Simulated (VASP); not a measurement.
# Zn18O17 (a cell with a defect) in VASP: a series of runs

Runs on Zn18O17 (a cell with a defect). Level: PBE. Tasks: single point.

Program: VASP 6.6.1. These are calculated values, not measurements. Logs are shortened: lines on timing, memory, paths and dates and some standing lists are left out, and cuts for length are marked.

### 1 The cell of the first run

The cell holds a defect, 35 atoms: a = 7.764 Å, b = 7.764 Å, c = 7.764 Å, α = 78.63°, β = 78.63°, γ = 78.63°.

### 2 Single point, PBE (atoms taken out, then relaxed in part)

INCAR reads:

```
PREC = Accurate ; ENCUT = 520
EDIFF = 1E-6 ; ISMEAR = 0
SIGMA = 0.02 ; LREAL = Auto
LASPH = True ; NELM = 60
ALGO = Normal ; ISIF = 2
LWAVE = False ; LCHARG = False
GGA = PE ; NBANDS = 182
```

KPOINTS reads:

```
Automatic mesh
0
Gamma
  2 2 2
  0.5 0.5 0.5
```

POSCAR reads:

```
Zn18O17
1.0
    0.0000000000      5.6802364152     -5.2932739790
    4.9192290350     -2.8401182076     -5.2932739790
   -4.9192290350     -2.8401182076     -5.2932739790
Zn O
18 17
Direct
    0.0506231495      0.0784913983      0.3839564829
    0.3869139768      0.7202473101      0.3890354680
    0.0506231495      0.3839564829      0.0784913983
    0.7451580650      0.3839564829      0.3839564829
    0.3875669995      0.0560559966      0.0560559966
    0.0557021346      0.7202473101      0.7202473101
    0.7227226632      0.7209003329      0.0560559966
    0.3869139768      0.3890354680      0.7202473101
    0.7227226632      0.0560559966      0.7209003329
    0.7776732163      0.1110065496      0.1110065496
    0.1103028635      0.7786534596      0.1127577633
    0.7794244300      0.4436361968      0.7786534596
    0.4453201263      0.4436361968      0.1127577633
    0.1103028635      0.1127577633      0.7786534596
    0.7794244300      0.7786534596      0.4436361968
    0.4442612023      0.7775945356      0.7775945356
    0.0982377044      0.4315710377      0.4315710377
    0.4453201263      0.1127577633      0.4436361968
    1.2582157519      0.2647439072      0.5915490852
    0.3142570668      0.9866864047      0.3191982536
    0.9858649203      0.6475904002      0.9866864047
    0.6533530713      0.6475904002      0.3191982536
    0.3142570668      0.3191982536      0.9866864047
    0.9858649203      0.9866864047      0.6475904002
    0.6514076451      0.9847409785      0.9847409785
    0.3182190271      0.6515523604      0.6515523604
    0.6533530713      0.3191982536      0.6475904002
    0.9314299444      0.9343069965      0.2647632777
    0.2582157519      0.5915490852      0.2647439072
    0.9314299444      0.2647632777      0.9343069965
    0.6009736631      0.2647632777      0.2647632777
    0.2619584760      0.9292090285      0.9292090285
    0.9314105739      0.5915490852      0.5915490852
    0.5958756951      0.5952918094      0.9292090285
    0.5958756951      0.9292090285      0.5952918094
```

Potentials or basis: VASP PAW PBE potentials, release 64 (Zn, O).

On the command line:

```console
$ cat potpaw_PBE.64/Zn/POTCAR potpaw_PBE.64/O/POTCAR > POTCAR
$ mpirun -np 1 vasp_std > vasp.out
```

OUTCAR:

```text
PREC = Accurate
   ENCUT = 520
   EDIFF = 1E-6
   ISMEAR = 0
   LREAL = Auto
   LASPH = True
   NELM = 60
   ISIF = 2
   GGA = PE

 ion  position               nearest neighbor table
   1  0.051  0.078  0.384-  24 2.03  20 2.03  28 2.03  17 2.94   4 3.01   3 3.01
   2  0.387  0.720  0.389-  26 1.99  29 2.02  22 2.03  20 2.03
   3  0.051  0.384  0.078-  21 2.03  23 2.03  30 2.03  17 2.94   4 3.01   1 3.01
   4  0.745  0.384  0.384-  22 2.03  27 2.03  31 2.03  17 2.94   1 3.01   3 3.01
   5  0.388  0.056  0.056-  20 2.00  23 2.00  32 2.01  25 2.01
   6  0.056  0.720  0.720-  26 1.99  33 2.02  21 2.03  24 2.03
   7  0.723  0.721  0.056-  22 2.00  21 2.00  34 2.01  25 2.01
   8  0.387  0.389  0.720-  26 1.99  19 2.02  27 2.03  23 2.03
   9  0.723  0.056  0.721-  27 2.00  24 2.00  35 2.01  25 2.01
  10  0.778  0.111  0.111-  28 2.00  30 2.00  31 2.00  25 2.01
  11  0.110  0.779  0.113-  32 2.00  29 2.01  28 2.01  21 2.02
  12  0.779  0.444  0.779-  34 2.00  33 2.01  30 2.01  27 2.02
  13  0.445  0.444  0.113-  34 2.00  29 2.01  31 2.01  23 2.02
  14  0.110  0.113  0.779-  32 2.00  19 2.01  30 2.01  24 2.02
  15  0.779  0.779  0.444-  35 2.00  33 2.01  28 2.01  22 2.02
  16  0.444  0.778  0.778-  26 2.00  34 2.00  35 2.00  32 2.00
  17  0.098  0.432  0.432-  19 2.03  29 2.03  33 2.03   4 2.94   1 2.94   3 2.94
  18  0.445  0.113  0.444-  35 2.00  19 2.01  31 2.01  20 2.02
  19  0.258  0.265  0.592-  14 2.01  18 2.01   8 2.02  17 2.03
  20  0.314  0.987  0.319-   5 2.00  18 2.02   2 2.03   1 2.03
  21  0.986  0.648  0.987-   7 2.00  11 2.02   6 2.03   3 2.03
  22  0.653  0.648  0.319-   7 2.00  15 2.02   2 2.03   4 2.03
  23  0.314  0.319  0.987-   5 2.00  13 2.02   8 2.03   3 2.03
[... 10 lines left out ...]
  34  0.596  0.595  0.929-  16 2.00  13 2.00  12 2.00   7 2.01
  35  0.596  0.929  0.595-  16 2.00  18 2.00  15 2.00   9 2.01

  LATTYP: Found a trigonal (rhomboedric) cell.
 ALAT       =     7.7642665558
 COS(alpha) =     0.1971707095

  Lattice vectors:

 A1 = (   0.0000000000,   5.6802364152,  -5.2932739790)
 A2 = (   4.9192290350,  -2.8401182076,  -5.2932739790)
 A3 = (  -4.9192290350,  -2.8401182076,  -5.2932739790)

Analysis of symmetry for initial positions (statically):
=====================================================================
 Subroutine PRICEL returns:
 Original cell was already a primitive cell.

 Routine SETGRP: Setting up the symmetry group for a
 trigonal (rhombohedral) supercell.

 Subroutine GETGRP returns: Found  6 space group operations
 (whereof  2 operations were pure point group operations)
 out of a pool of 12 trial point group operations.

The static configuration has the point symmetry C_1h.
 The point group associated with its full space group is C_3v.

Analysis of symmetry for dynamics (positions and initial velocities):
=====================================================================
 Subroutine PRICEL returns:
 Original cell was already a primitive cell.

 Routine SETGRP: Setting up the symmetry group for a
 trigonal (rhombohedral) supercell.

 Subroutine GETGRP returns: Found  6 space group operations
 (whereof  2 operations were pure point group operations)
 out of a pool of 12 trial point group operations.

The dynamic configuration has the point symmetry C_1h.
 The point group associated with its full space group is C_3v.

 Subroutine INISYM returns: Found  6 space group operations
 (whereof  2 operations are pure point group operations),
 and found     1 'primitive' translations

----------------------------------------------------------------------------------------

                                     Primitive cell

  volume of cell :     443.7201

  direct lattice vectors                    reciprocal lattice vectors
     0.000000000  5.680236415 -5.293273979     0.000000000  0.117366007 -0.062972998
     4.919229035 -2.840118208 -5.293273979     0.101641944 -0.058683003 -0.062972998
    -4.919229035 -2.840118208 -5.293273979    -0.101641944 -0.058683003 -0.062972998

  length of vectors
     7.764266556  7.764266556  7.764266556     0.133193011  0.133193011  0.133193011

  position of ions in fractional coordinates (direct lattice)
     0.050623149  0.078491398  0.383956483
     0.386913977  0.720247310  0.389035468
     0.050623149  0.383956483  0.078491398
     0.745158065  0.383956483  0.383956483
     0.387567000  0.056055997  0.056055997
     0.055702135  0.720247310  0.720247310
[... 27 lines left out ...]
     0.595875695  0.595291809  0.929209028
     0.595875695  0.929209028  0.595291809

  ion indices of the primitive-cell ions
   primitive index   ion index
                 1           1
                 2           2
                 3           3
                 4           4
                 5           5
                 6           6
[... 27 lines left out ...]
                34          34
                35          35

----------------------------------------------------------------------------------------

 KPOINTS: Automatic mesh

Automatic generation of k-mesh.
 Grid dimensions read from file:
 generate k-points for:    2    2    2

 Generating k-lattice:

  Cartesian coordinates                     Fractional coordinates (reciprocal lattice)
     0.000000000  0.058683003 -0.031486499     0.500000000  0.000000000  0.000000000
     0.050820972 -0.029341502 -0.031486499     0.000000000  0.500000000 -0.000000000
    -0.050820972 -0.029341502 -0.031486499     0.000000000 -0.000000000  0.500000000

  Length of vectors
     0.066596505  0.066596505  0.066596505

  Shift w.r.t. Gamma in fractional coordinates (k-lattice)
     0.500000000  0.500000000  0.500000000

 Subroutine IBZKPT returns following result:
 ===========================================

 Found      2 irreducible k-points:

 Following reciprocal coordinates:
            Coordinates               Weight
  0.250000  0.250000  0.250000      2.000000
 -0.250000  0.250000  0.250000      6.000000
   k-points           NKPTS =      2   k-points in BZ     NKDIM =      2   number of bands    NBANDS=    182
   number of dos      NEDOS =    301   number of ions     NIONS =     35
   total plane-waves  NPLWV = 216000
   dimension x,y,z NGX =    60 NGY =   60 NGZ =   60
   dimension x,y,z NGXF=   120 NGYF=  120 NGZF=  120
   ions per type =              18  17
   NGX,Y,Z   is equivalent  to a cutoff of  12.85, 12.85, 12.85 a.u.
   NGXF,Y,Z  is equivalent  to a cutoff of  25.69, 25.69, 25.69 a.u.
 SYSTEM =  unknown system
   PREC   = accura    normal or accurate (medium, high low for compatibility)
   ISTART =      0    job   : 0-new  1-cont  2-samecut
   ICHARG =      2    charge: 1-file 2-atom 10-const
   ISPIN  =      1    spin polarized calculation?
   LNONCOLLINEAR =      F non collinear calculations
   LSORBIT =      F    spin-orbit coupling
   LASPH  =      T    aspherical Exc in radial PAW
   ENCUT  =  520.0 eV  38.22 Ry    6.18 a.u.  14.44 14.44 14.44*2*pi/ulx,y,z
   NELM   =     60;   NELMIN=  2; NELMDL= -5     # of ELM steps
   EDIFF  = 0.1E-05   stopping-criterion for ELM
   LREAL  =      T    real-space projection
   EDIFFG = 0.1E-04   stopping-criterion for IOM
   NSW    =      0    number of steps for IOM
   IBRION =     -1    ionic relax: 0-MD 1-quasi-New 2-CG
   NFREE  =      0    steps in history (QN), initial steepest desc. (CG)
   ISIF   =      2    stress and relaxation
   ISYM   =      2    0-nonsym 1-usesym 2-fastsym
   POTIM  = 0.5000    time-step for ionic-motion
   TEBEG  =    0.0;   TEEND  =   0.0 temperature during run
   PSTRESS=    0.0 pullay stress
   NELECT =     318.0000    total number of electrons
   NUPDOWN=      -1.0000    fix difference up-down
   EMIN   =  10.00;   EMAX   =-10.00  energy-range for DOS
   EFERMI =   0.00;   METHOD = LEGACY
   ISMEAR =     0;   SIGMA  =   0.02  broadening in eV -4-tet -1-fermi 0-gaus
   EFERMI_NEDOS =   21; number of points for ismear=-14 and -15
   IALGO  =     38    algorithm
   IMIX   =      4    mixing-type and parameters
     AMIX     =   0.40;   BMIX     =  1.00
     AMIX_MAG =   1.60;   BMIX_MAG =  1.00
  volume/ion in A,a.u.               =      12.68        85.55
  Fermi-wavevector in a.u.,A,eV,Ry     =   1.465033  2.768512 29.202493  2.146323
  Thomas-Fermi vector in A             =   2.580938
   LORBIT       =      0    0 simple, 1 ext, 2 COOP (PROOUT), +10 PAW based schemes
   GGA     = PE    functional components
   LHFCALC =     F    Hartree Fock is set to
   AEXX    =    0.0000 exact exchange contribution
   IVDW    =     0    specifies the selected vdW correction
   LEPSILON=     F    determine dielectric tensor
   LRPA    =     F    only Hartree local field effects (RPA)
 non-spin polarized calculation
 Gauss-broadening in eV      SIGMA  =   0.02
  energy-cutoff  :      520.00
  volume of cell :      443.72
 maximum number of plane-waves:     11981
 NGX is ok and might be reduce to    60
   NGX = 29   NGY = 29   NGZ = 29

 number of electron     317.9999864 magnetization

 Free energy of the ion-electron system (eV)
  ---------------------------------------------------
  ext. energy  EPLUGINS =         0.00000000
  ---------------------------------------------------
  free energy    TOTEN  =      -152.11893517 eV

  energy without entropy =     -152.11893517  energy(sigma->0) =     -152.11893517

 E-fermi :   1.1115     XC(G=0): -10.6584

 val. band max:        1.0017418895   @ k =  -0.2500   0.2500   0.2500
 cond. band min:       2.9282484603   @ k =   0.2500   0.2500   0.2500
 fundamental gap:      1.9265065708
 Fermi energy:         1.1115112974

 k-point     1 :       0.2500    0.2500    0.2500
  band No.  band energies     occupation
      1     -16.8328      2.00000
      2     -16.4954      2.00000
      3     -16.4954      2.00000
      4     -16.4934      2.00000
      5     -16.3942      2.00000
      6     -16.3608      2.00000
[... 163 lines left out ...]
    170       6.7898      0.00000
    171       6.7898      0.00000

 k-point     2 :      -0.2500    0.2500    0.2500
  band No.  band energies     occupation
      1     -16.7834      2.00000
      2     -16.5917      2.00000
      3     -16.5193      2.00000
      4     -16.5128      2.00000
      5     -16.4271      2.00000
      6     -16.3180      2.00000
[... 163 lines left out ...]
    170       6.7394      0.00000
    171       6.8311      0.00000
 [bands above 171 left out]

------------------------ aborting loop because EDIFF is reached ----------------------------------------

  FORCE on cell =-STRESS in cart. coord.  units (eV):
  Direction    XX          YY          ZZ          XY          YZ          ZX
  --------------------------------------------------------------------------------------
  -------------------------------------------------------------------------------------
  Total       -4.2003228     -4.2003228     -4.2456041     -0.0000000      0.0000000      0.0000000
  in kB      -15.1664580    -15.1664580    -15.3299590     -0.0000000      0.0000000      0.0000000
  external PRESSURE =     -15.2209583 kB  Pullay stress =       0.0000000 kB

 VOLUME and BASIS-vectors are now :
 -----------------------------------------------------------------------------
  energy-cutoff  :      520.00
  volume of cell :      443.72
      direct lattice vectors                 reciprocal lattice vectors
     0.000000000  5.680236415 -5.293273979     0.000000000  0.117366007 -0.062972998
     4.919229035 -2.840118208 -5.293273979     0.101641944 -0.058683003 -0.062972998
    -4.919229035 -2.840118208 -5.293273979    -0.101641944 -0.058683003 -0.062972998

 POSITION                                       TOTAL-FORCE (eV/Angst)
 -----------------------------------------------------------------------------------
     -1.50265     -1.02586     -2.71583         0.041583     -0.024008     -0.019488
      1.62931     -0.95273     -7.91978         0.005087      0.002937      0.004180
      1.50265     -1.02586     -2.71583        -0.041583     -0.024008     -0.019488
      0.00000      2.05171     -8.00910         0.000000      0.048016     -0.019488
      0.00000      1.88306     -2.64494         0.000000      0.002131     -0.001115
      0.00000     -3.77477     -7.91978         0.000000     -0.005874      0.004180
[... 27 lines left out ...]
     -1.64262     -0.94505    -11.22373        -0.002476      0.001429      0.001467
      1.64262     -0.94505    -11.22373         0.002476      0.001429      0.001467
 -----------------------------------------------------------------------------------
    total drift:                                0.000003     -0.000004      0.017309

  FREE ENERGIE OF THE ION-ELECTRON SYSTEM (eV)
  ---------------------------------------------------
  free  energy   TOTEN  =      -152.1189351698 eV

  energy  without entropy=     -152.1189351698  energy(sigma->0) =     -152.11893517
```

It took 4.9 min on 1 thread of Intel Xeon Platinum 8488C (Sapphire Rapids), shared host; peak memory 0.52 GiB.

What came out:

```yaml
Free_energy: -152.1189 eV
Pressure: -1.5 GPa
Largest_force: 0.061 eV/Å
Band_gap_on_the_k_mesh: 1.93 eV
```

Forces in eV/Å, atoms in the order of the input:
```
Zn   0.042 -0.024 -0.019
Zn   0.005  0.003  0.004
Zn  -0.042 -0.024 -0.019
Zn   0.000  0.048 -0.019
Zn   0.000  0.002 -0.001
Zn   0.000 -0.006  0.004
Zn   0.002 -0.001 -0.001
Zn  -0.005  0.003  0.004
Zn  -0.002 -0.001 -0.001
Zn   0.000  0.000  0.011
Zn   0.000 -0.001  0.001
Zn  -0.001  0.001  0.001
Zn  -0.001  0.001  0.001
Zn   0.000 -0.001  0.001
Zn   0.001  0.001  0.001
Zn   0.000  0.000  0.002
Zn   0.000  0.000  0.061
Zn   0.001  0.001  0.001
O    0.000  0.000 -0.005
O   -0.005  0.002  0.003
O    0.004  0.003  0.003
O   -0.001 -0.005  0.003
O    0.005  0.002  0.003
O   -0.004  0.003  0.003
O    0.000  0.000  0.004
O    0.000  0.000 -0.003
O    0.001 -0.005  0.003
O   -0.002  0.001 -0.014
O    0.000  0.000 -0.005
O    0.002  0.001 -0.014
O    0.000 -0.002 -0.014
O    0.000 -0.003  0.001
O    0.000  0.000 -0.005
O   -0.002  0.001  0.001
O    0.002  0.001  0.001
```

Caveat: the cell differs from its parent crystal (atoms taken out, then relaxed in part).

### 3 Single point, PBE (atoms taken out, then relaxed in part)

INCAR reads:

```
ALGO = Normal
EDIFF = 1E-7
ENCUT = 520
GGA = PE
ISIF = 2
ISMEAR = 0
LASPH = True
LCHARG = True
LELF = True
LREAL = Auto
LVHAR = True
LWAVE = False
NBANDS = 182
NELM = 60
PREC = Accurate
SIGMA = 0.02
```

KPOINTS is that of step 2.

POSCAR reads:

```
Zn18O17
1.0
    0.0000000000      5.6802364152     -5.2932739790
    4.9192290350     -2.8401182076     -5.2932739790
   -4.9192290350     -2.8401182076     -5.2932739790
Zn O
18 17
Direct
    0.0559283495      0.0559283495      0.3892616829
    0.3893067138      0.7232598302      0.3890590706
    0.0557257372      0.3893067138      0.0565931635
    0.7232598302      0.3893067138      0.3890590706
    0.3893067138      0.0557257372      0.0565931635
    0.0557257372      0.7232598302      0.7226400472
    0.7222259742      0.7222259742      0.0555593076
    0.3755246144      0.3755246144      0.7088579478
    0.7232598302      0.0557257372      0.7226400472
    0.7780526000      0.1119103970      0.1113859334
    0.1119103970      0.7780526000      0.1113859334
    0.7753320178      0.4430855405      0.7764188739
    0.4430855405      0.4430855405      0.1086653511
    0.1245915575      0.1245915575      0.7634571151
    0.7780526000      0.7780526000      0.4452437303
    0.4430855405      0.7753320178      0.7764188739
    0.1245915575      0.4301237818      0.4579248908
    0.4301237818      0.1245915575      0.4579248908
    0.9881964616      0.3197889453      0.3215297950
    0.3197889453      0.9881964616      0.3215297950
    0.9851057576      0.6518718824      0.9852052157
    0.6518718824      0.6518718824      0.3184390910
    0.3178485543      0.3178485543      0.9776514915
    0.9881964616      0.9881964616      0.6531222786
    0.6518718824      0.9851057576      0.9852052157
    0.3178485543      0.6443181582      0.6511818876
    0.6443181582      0.3178485543      0.6511818876
    0.9300090745      0.9300090745      0.2633424079
    0.2618087309      0.5925174851      0.2657463562
    0.9324130228      0.2618087309      0.9258508184
    0.5925174851      0.2618087309      0.2657463562
    0.2618087309      0.9324130228      0.9258508184
    0.9324130228      0.5925174851      0.5951420642
    0.5957749451      0.5957749451      0.9291082784
    0.5925174851      0.9324130228      0.5951420642
```

Potentials or basis: VASP PAW PBE potentials, release 64 (Zn, O).

On the command line:

```console
$ cat potpaw_PBE.64/Zn/POTCAR potpaw_PBE.64/O/POTCAR > POTCAR
$ mpirun -np 1 vasp_std > vasp.out
```

Wall time 15 min (1 thread of Intel Xeon 8259CL, shared host); peak memory 0.54 GiB.

It converged, with:

```
Free energy            : -152.1182 eV
Pressure               : -1.6 GPa
Largest force          : 0.061 eV/Å
Band gap on the k mesh : 1.92 eV
```

Forces in eV/Å, atoms in the order of the input:
```
Zn   0.000  0.000  0.008
Zn   0.004 -0.001  0.000
Zn  -0.003 -0.002  0.000
Zn   0.001  0.004  0.000
Zn  -0.004 -0.001  0.000
Zn   0.003 -0.002  0.000
Zn   0.000  0.000  0.001
Zn   0.000  0.000  0.061
Zn  -0.001  0.004  0.000
Zn   0.004 -0.002  0.000
Zn   0.000  0.005  0.000
Zn   0.000  0.000  0.008
Zn   0.000  0.000  0.008
Zn   0.041  0.024 -0.020
Zn  -0.004 -0.002  0.000
Zn   0.000  0.000  0.008
Zn  -0.041  0.024 -0.020
Zn   0.000 -0.047 -0.020
O    0.001  0.000 -0.009
O    0.000  0.001 -0.009
O    0.000  0.000  0.000
O    0.000  0.000  0.000
O    0.004  0.002 -0.007
O   -0.001  0.000 -0.009
O    0.000  0.000  0.000
O   -0.004  0.002 -0.007
O    0.000 -0.005 -0.007
O    0.000  0.000 -0.002
O    0.000 -0.001  0.003
O   -0.001  0.000  0.003
O   -0.001  0.000  0.003
O    0.000 -0.001  0.003
O    0.001  0.000  0.003
O    0.000  0.000 -0.003
O    0.001  0.000  0.003
```

Levels at points of the mesh, in eV from the valence-band top:
```csv
k point,band 156,band 157,band 158,band 159,band 160,band 161,band 162,band 163
"(0.25, 0.25, 0.25)",-0.83,-0.43,-0.43,-0.14,1.92,3.22,3.22,3.76
```

Caveat: the cell differs from its parent crystal (atoms taken out, then relaxed in part).
